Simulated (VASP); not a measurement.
# CdSe (F-43m) in VASP: single point with HSE06

Aim: the single point of CdSe with HSE06.

Everything below comes from runs of VASP 6.6.1. Logs are shortened: lines on timing, memory, paths and dates and some standing lists are left out, and cuts for length are marked.

## Step 1: The cell of the first run

The structure is cubic, space group F-43m (No. 216). Conventional cell: a = 6.136 Å, b = 6.136 Å, c = 6.136 Å, α = 90.00°, β = 90.00°, γ = 90.00°. Cd (site symmetry -43m) has 4 Se at 2.66 Å within 3.5 Å. Within 3.5 Å of Se (site symmetry -43m) lie 4 Cd at 2.66 Å.

## Step 2: Single point, HSE06

Contents of POSCAR:

```
CdSe
1.0
    0.0000000000      3.0677809692      3.0677809692
    3.0677809692      0.0000000000      3.0677809692
    3.0677809692      3.0677809692      0.0000000000
Cd Se
1 1
Direct
    0.0000000000      0.0000000000      0.0000000000
    0.2500000000      0.2500000000      0.2500000000
```

Contents of INCAR.step1:

```
ALGO = Normal ; EDIFF = 1E-5
ENCUT = 520 ; GGA = PE
ISIF = 2 ; ISMEAR = 0
LASPH = True ; LREAL = False
LWAVE = True ; NBANDS = 16
NELM = 100 ; PREC = Accurate
SIGMA = 0.01
```

Contents of INCAR.step2:

```
ALGO = Normal ; EDIFF = 1E-6
ENCUT = 520 ; GGA = PE
HFSCREEN = 0.2079 ; ISIF = 2
ISMEAR = 0 ; ISTART = 1
LASPH = True ; LCHARG = True
LELF = True ; LHFCALC = True
LREAL = False ; LVHAR = True
LWAVE = False ; NBANDS = 16
NELM = 100 ; PREC = Accurate
PRECFOCK = Normal ; SIGMA = 0.01
```

Contents of KPOINTS:

```
k-points
0
Gamma
  6 6 6
```

Potentials or basis: VASP PAW PBE potentials, release 64 (Cd, Se).

Launch:

```
> cat potpaw_PBE.64/Cd/POTCAR potpaw_PBE.64/Se/POTCAR > POTCAR
> cp INCAR.step1 INCAR
> mpirun -np 1 vasp_std > vasp.out
> cp INCAR.step2 INCAR
> mpirun -np 1 vasp_std > vasp.out
```

OUTCAR:

```text
EDIFF = 1E-6
   ENCUT = 520
   GGA = PE
   HFSCREEN = 0.2079
   ISIF = 2
   ISMEAR = 0
   ISTART = 1
   LASPH = True
   LHFCALC = True
   LREAL = False
   NELM = 100
   PREC = Accurate
   PRECFOCK = Normal

 ion  position               nearest neighbor table
   1  0.000  0.000  0.000-   2 2.66   2 2.66   2 2.66   2 2.66
   2  0.250  0.250  0.250-   1 2.66   1 2.66   1 2.66   1 2.66

  LATTYP: Found a face centered cubic cell.
 ALAT       =     6.1355619384

  Lattice vectors:

 A1 = (   0.0000000000,   3.0677809692,   3.0677809692)
 A2 = (   3.0677809692,   0.0000000000,   3.0677809692)
 A3 = (   3.0677809692,   3.0677809692,   0.0000000000)

Analysis of symmetry for initial positions (statically):
=====================================================================
 Subroutine PRICEL returns:
 Original cell was already a primitive cell.

 Routine SETGRP: Setting up the symmetry group for a
 face centered cubic supercell.

 Subroutine GETGRP returns: Found 24 space group operations
 (whereof 24 operations were pure point group operations)
 out of a pool of 48 trial point group operations.

The static configuration has the point symmetry T_d .

Analysis of symmetry for dynamics (positions and initial velocities):
=====================================================================
 Subroutine PRICEL returns:
 Original cell was already a primitive cell.

 Routine SETGRP: Setting up the symmetry group for a
 face centered cubic supercell.

 Subroutine GETGRP returns: Found 24 space group operations
 (whereof 24 operations were pure point group operations)
 out of a pool of 48 trial point group operations.

The dynamic configuration has the point symmetry T_d .

 Subroutine INISYM returns: Found 24 space group operations
 (whereof 24 operations are pure point group operations),
 and found     1 'primitive' translations

----------------------------------------------------------------------------------------

                                     Primitive cell

  volume of cell :      57.7435

  direct lattice vectors                    reciprocal lattice vectors
     0.000000000  3.067780969  3.067780969    -0.162984256  0.162984256  0.162984256
     3.067780969  0.000000000  3.067780969     0.162984256 -0.162984256  0.162984256
     3.067780969  3.067780969  0.000000000     0.162984256  0.162984256 -0.162984256

  length of vectors
     4.338497453  4.338497453  4.338497453     0.282297013  0.282297013  0.282297013

  position of ions in fractional coordinates (direct lattice)
     0.000000000  0.000000000  0.000000000
     0.250000000  0.250000000  0.250000000

  ion indices of the primitive-cell ions
   primitive index   ion index
                 1           1
                 2           2

----------------------------------------------------------------------------------------

 KPOINTS: k-points

Automatic generation of k-mesh.
 Grid dimensions read from file:
 generate k-points for:    6    6    6

 Generating k-lattice:

  Cartesian coordinates                     Fractional coordinates (reciprocal lattice)
    -0.027164043  0.027164043  0.027164043     0.166666667  0.000000000  0.000000000
     0.027164043 -0.027164043  0.027164043     0.000000000  0.166666667  0.000000000
     0.027164043  0.027164043 -0.027164043     0.000000000  0.000000000  0.166666667

  Length of vectors
     0.047049502  0.047049502  0.047049502

  Shift w.r.t. Gamma in fractional coordinates (k-lattice)
     0.000000000  0.000000000  0.000000000

 Subroutine IBZKPT returns following result:
 ===========================================

 Found     16 irreducible k-points:

 Following reciprocal coordinates:
            Coordinates               Weight
  0.000000  0.000000  0.000000      1.000000
  0.166667  0.000000  0.000000      8.000000
  0.333333  0.000000  0.000000      8.000000
  0.500000  0.000000  0.000000      4.000000
  0.166667  0.166667  0.000000      6.000000
  0.333333  0.166667  0.000000     24.000000
[... 8 lines left out ...]
 -0.333333  0.333333  0.166667     24.000000
 -0.333333  0.500000  0.166667     12.000000
   k-points           NKPTS =     16   k-points in BZ     NKDIM =    216   number of bands    NBANDS=     16
   number of dos      NEDOS =    301   number of ions     NIONS =      2
   total plane-waves  NPLWV =  32768
   dimension x,y,z NGX =    32 NGY =   32 NGZ =   32
   dimension x,y,z NGXF=    64 NGYF=   64 NGZF=   64
   ions per type =               1   1
   NGX,Y,Z   is equivalent  to a cutoff of  12.26, 12.26, 12.26 a.u.
   NGXF,Y,Z  is equivalent  to a cutoff of  24.52, 24.52, 24.52 a.u.
 SYSTEM =  unknown system
   PREC   = accura    normal or accurate (medium, high low for compatibility)
   ISTART =      1    job   : 0-new  1-cont  2-samecut
   ICHARG =      0    charge: 1-file 2-atom 10-const
   ISPIN  =      1    spin polarized calculation?
   LNONCOLLINEAR =      F non collinear calculations
   LSORBIT =      F    spin-orbit coupling
   LASPH  =      T    aspherical Exc in radial PAW
   ENCUT  =  520.0 eV  38.22 Ry    6.18 a.u.   8.07  8.07  8.07*2*pi/ulx,y,z
   NELM   =    100;   NELMIN=  2; NELMDL=  0     # of ELM steps
   EDIFF  = 0.1E-05   stopping-criterion for ELM
   LREAL  =      F    real-space projection
   EDIFFG = 0.1E-04   stopping-criterion for IOM
   NSW    =      0    number of steps for IOM
   IBRION =     -1    ionic relax: 0-MD 1-quasi-New 2-CG
   NFREE  =      0    steps in history (QN), initial steepest desc. (CG)
   ISIF   =      2    stress and relaxation
   ISYM   =      3    0-nonsym 1-usesym 2-fastsym
   POTIM  = 0.5000    time-step for ionic-motion
   TEBEG  =    0.0;   TEEND  =   0.0 temperature during run
   PSTRESS=    0.0 pullay stress
   NELECT =      18.0000    total number of electrons
   NUPDOWN=      -1.0000    fix difference up-down
   EMIN   =  10.00;   EMAX   =-10.00  energy-range for DOS
   EFERMI =   0.00;   METHOD = LEGACY
   ISMEAR =     0;   SIGMA  =   0.01  broadening in eV -4-tet -1-fermi 0-gaus
   EFERMI_NEDOS =   21; number of points for ismear=-14 and -15
   IALGO  =     38    algorithm
   IMIX   =      1    mixing-type and parameters
     AMIX     =   0.40;   BMIX     =  1.00
     AMIX_MAG =   1.60;   BMIX_MAG =  1.00
  volume/ion in A,a.u.               =      28.87       194.84
  Fermi-wavevector in a.u.,A,eV,Ry     =   1.110021  2.097636 16.764382  1.232147
  Thomas-Fermi vector in A             =   2.246568
   LORBIT       =      0    0 simple, 1 ext, 2 COOP (PROOUT), +10 PAW based schemes
   GGA     = PE    functional components
   LHFCALC =     T    Hartree Fock is set to
   PRECFOCK=normal    Normal, Fast or Accurate (Low or Medium for compatibility)
   ENCUT4O =  -1.0   cutoff for four orbital integrals eV
   NKREDX  =     1    reduce k-point grid by
   NKREDY  =     1    reduce k-point grid by
   NKREDZ  =     1    reduce k-point grid by
   AEXX    =    0.2500 exact exchange contribution
   HFSCREEN=    0.2079 screening length (either q_TF or 0.3 A-1)
   HFSCREENC=   0.2079 screening length for correlation (either q_TF or 0.3 A-1)
   ENCUTFOCK=  -1.0 apply spherical cutoff to Coloumb kernel
   IVDW    =     0    specifies the selected vdW correction
   LEPSILON=     F    determine dielectric tensor
   LRPA    =     F    only Hartree local field effects (RPA)
 non-spin polarized calculation
 Gauss-broadening in eV      SIGMA  =   0.01
  energy-cutoff  :      520.00
  volume of cell :       57.74
 maximum number of plane-waves:      1588
  NGX = 28; NGY = 28; NGZ = 28

 number of electron      18.0000008 magnetization

 Free energy of the ion-electron system (eV)
  ---------------------------------------------------
  ext. energy  EPLUGINS =         0.00000000
  ---------------------------------------------------
  free energy    TOTEN  =        -6.84682580 eV

  energy without entropy =       -6.84682580  energy(sigma->0) =       -6.84682580

 E-fermi :   0.2747     XC(G=0):  -7.2975

 val. band max:        0.1439195466   @ k =   0.0000   0.0000   0.0000
 cond. band min:       1.6300567667   @ k =   0.0000   0.0000   0.0000
 fundamental gap:      1.4861372201
 Fermi energy:         0.2746911813

 k-point     1 :       0.0000    0.0000    0.0000
  band No.  band energies     occupation
      1     -13.4059      2.00000
      2      -8.9131      2.00000
      3      -8.9131      2.00000
      4      -8.9131      2.00000
      5      -8.5646      2.00000
      6      -8.5646      2.00000
[... 8 lines left out ...]
     15      12.3257      0.00000
     16      12.3257      0.00000

 k-point     2 :       0.1667    0.0000    0.0000
  band No.  band energies     occupation
      1     -13.3110      2.00000
      2      -8.8867      2.00000
      3      -8.8867      2.00000
      4      -8.8165      2.00000
      5      -8.5654      2.00000
      6      -8.5654      2.00000
[... 8 lines left out ...]
     15      11.3039      0.00000
     16      11.7208      0.00000

 k-point     3 :       0.3333    0.0000    0.0000
  band No.  band energies     occupation
      1     -13.1203      2.00000
      2      -8.8422      2.00000
      3      -8.8422      2.00000
      4      -8.5567      2.00000
      5      -8.5567      2.00000
      6      -8.5092      2.00000
[... 8 lines left out ...]
     15      11.7781      0.00000
     16      11.7781      0.00000

 k-point     4 :       0.5000    0.0000    0.0000
  band No.  band energies     occupation
      1     -13.0254      2.00000
      2      -8.8257      2.00000
      3      -8.8257      2.00000
      4      -8.5455      2.00000
      5      -8.5455      2.00000
      6      -8.2513      2.00000
[... 8 lines left out ...]
     15      13.4585      0.00000
     16      13.4585      0.00000

 k-point     5 :       0.1667    0.1667    0.0000
  band No.  band energies     occupation
      1     -13.2797      2.00000
      2      -8.8596      2.00000
      3      -8.8596      2.00000
      4      -8.8232      2.00000
      5      -8.5787      2.00000
      6      -8.5519      2.00000
[... 8 lines left out ...]
     15      12.5789      0.00000
     16      13.0130      0.00000

 k-point     6 :       0.3333    0.1667    0.0000
  band No.  band energies     occupation
      1     -13.1220      2.00000
      2      -8.8261      2.00000
      3      -8.8082      2.00000
      4      -8.6482      2.00000
      5      -8.5411      2.00000
      6      -8.5212      2.00000
[... 8 lines left out ...]
     15      12.7599      0.00000
     16      13.0264      0.00000
[... 115 lines left out ...]
 k-point    13 :       0.5000    0.5000    0.0000
  band No.  band energies     occupation
      1     -12.9074      2.00000
      2      -8.7138      2.00000
      3      -8.6779      2.00000
      4      -8.6779      2.00000
      5      -8.5136      2.00000
      6      -8.1684      2.00000
[... 8 lines left out ...]
     15      13.7347      0.00000
     16      14.6671      0.00000

 k-point    14 :       0.5000    0.3333    0.1667
  band No.  band energies     occupation
      1     -12.9984      2.00000
      2      -8.7793      2.00000
      3      -8.7682      2.00000
      4      -8.6216      2.00000
      5      -8.5416      2.00000
      6      -8.2928      2.00000
[... 8 lines left out ...]
     15      13.4234      0.00000
     16      14.4468      0.00000

 k-point    15 :      -0.3333    0.3333    0.1667
  band No.  band energies     occupation
      1     -12.9379      2.00000
      2      -8.7704      2.00000
      3      -8.7462      2.00000
      4      -8.5945      2.00000
      5      -8.5547      2.00000
      6      -8.1125      2.00000
[... 8 lines left out ...]
     15      13.1410      0.00000
     16      14.3579      0.00000

 k-point    16 :      -0.3333    0.5000    0.1667
  band No.  band energies     occupation
      1     -12.9083      2.00000
      2      -8.7308      2.00000
      3      -8.7272      2.00000
      4      -8.6243      2.00000
      5      -8.5402      2.00000
      6      -8.0834      2.00000
[... 8 lines left out ...]
     15      14.0757      0.00000
     16      14.3003      0.00000

------------------------ aborting loop because EDIFF is reached ----------------------------------------

  FORCE on cell =-STRESS in cart. coord.  units (eV):
  Direction    XX          YY          ZZ          XY          YZ          ZX
  --------------------------------------------------------------------------------------
  -------------------------------------------------------------------------------------
  Total        0.1339234      0.1339234      0.1339234      0.0000000      0.0000000      0.0000000
  in kB        3.7158989      3.7158989      3.7158989      0.0000000      0.0000000      0.0000000
  external PRESSURE =       3.7158989 kB  Pullay stress =       0.0000000 kB

 VOLUME and BASIS-vectors are now :
 -----------------------------------------------------------------------------
  energy-cutoff  :      520.00
  volume of cell :       57.74
      direct lattice vectors                 reciprocal lattice vectors
     0.000000000  3.067780969  3.067780969    -0.162984256  0.162984256  0.162984256
     3.067780969  0.000000000  3.067780969     0.162984256 -0.162984256  0.162984256
     3.067780969  3.067780969  0.000000000     0.162984256  0.162984256 -0.162984256

 POSITION                                       TOTAL-FORCE (eV/Angst)
 -----------------------------------------------------------------------------------
      0.00000      0.00000      0.00000         0.000000     -0.000000      0.000000
      1.53389      1.53389      1.53389        -0.000000      0.000000     -0.000000
 -----------------------------------------------------------------------------------
    total drift:                                0.000044      0.000041      0.000029

  FREE ENERGIE OF THE ION-ELECTRON SYSTEM (eV)
  ---------------------------------------------------
  free  energy   TOTEN  =        -6.8468257970 eV

  energy  without entropy=       -6.8468257970  energy(sigma->0) =       -6.84682580
```

It took 1.5 h on 1 thread of AMD EPYC 7R13 (Zen 3), shared host; peak memory 0.29 GiB.

Results:

```
Free energy            : -6.8468 eV
Pressure               : 0.4 GPa
Band gap on the k mesh : 1.49 eV
```

Levels at points of the mesh, in eV from the valence-band top:
```tsv
k point	band 7	band 8	band 9	band 10	band 11	band 12
(0.00, 0.00, 0.00)	0.00	0.00	0.00	1.49	6.98	6.98
(0.50, 0.00, 0.00)	-4.51	-0.76	-0.76	3.34	7.46	7.46
(0.50, 0.50, 0.00)	-4.22	-1.89	-1.89	4.00	4.72	10.20
```

Caveat: the structure was generated, so it needn't be the stable form of CdSe; the PAW data sets were made with another functional, which shifts forces and pressure a little.
